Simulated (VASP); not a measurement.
A run of VASP 6.6.1 is set up as follows.

Contents of INCAR:

```
PREC = Accurate ; ENCUT = 520
EDIFF = 1E-6 ; ISMEAR = -1
SIGMA = 0.1 ; LREAL = False
LASPH = True ; NELM = 80
ALGO = Normal ; ISIF = 2
LWAVE = False ; LCHARG = True
LELF = True ; LVHAR = True
NBANDS = 29
```

KPOINTS

```
Automatic mesh
0
Gamma
  6 4 4
```

The input POSCAR:

```
BeCo2
1.0
    2.9029180000      0.0000000000      0.0000000000
    0.0000000000      4.4557370000      0.0000000000
    0.0000000000      0.0000000000      4.3797800000
Co Be
4 2
Direct
    0.0000000000      0.3470000000      0.2580000000
    0.5000000000      0.1530000000      0.7580000000
    0.0000000000      0.6530000000      0.7420000000
    0.5000000000      0.8470000000      0.2420000000
    0.0000000000      0.0000000000      0.0000000000
    0.5000000000      0.5000000000      0.5000000000
```

Potentials or basis: VASP PAW LDA potentials, release 64 (Co, Be).

Run with:

```console
$ cat potpaw_LDA.64/Co/POTCAR potpaw_LDA.64/Be/POTCAR > POTCAR
$ mpirun -np 1 vasp_std > vasp.out
```

Problem. Estimate the pressure.

Solution. 10.5 GPa.

Problem. Predict the largest force.

Solution. 1.366 eV/Å.

Forces on the atoms (eV/Å):
```
Co   0.000  0.417 -1.301
Co   0.000 -0.417 -1.301
Co   0.000 -0.417  1.301
Co   0.000  0.417  1.301
Be   0.000  0.000  0.000
Be   0.000  0.000  0.000
```

Caveat: the k points lie up to 0.36 Å⁻¹ apart; forces of over 1 eV/Å act on the atoms, so gaps and moduli don't describe the material at rest. Spin polarisation is off, so any magnetic state and its effect on volume and gap are missing.
